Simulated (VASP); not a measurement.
The system is Ni.

```xyz
1
Lattice="0.0000 1.7584 1.7584 1.7584 0.0000 1.7584 1.7584 1.7584 0.0000" Properties=species:S:1:pos:R:3 pbc="T T T"
Ni    0.0000    0.0000    0.0000
```

Program: VASP 6.6.1. Alike in all runs: task single point; level LDA; potentials or basis VASP PAW LDA potentials, release 64 (Ni); spin collinear, ferromagnetic start; cell as given; k mesh 12 × 12 × 12; cutoff (eV) 520; smearing gaussian 0.1 eV.

Order these runs on this cell by their pressure, lowest first.
A. 
B. fixed moment (μB) 1.69
C. fixed moment (μB) 1.45
D. fixed moment (μB) 0.97
E. fixed moment (μB) 1.21

A (-16.9 GPa), D (-13.9 GPa), E (-10.4 GPa), C (-5.7 GPa), B (-0.2 GPa).

Caveats: the total moment is fixed, so each spin has its own Fermi level (at least some runs); the cell stands under tension (at least some runs).
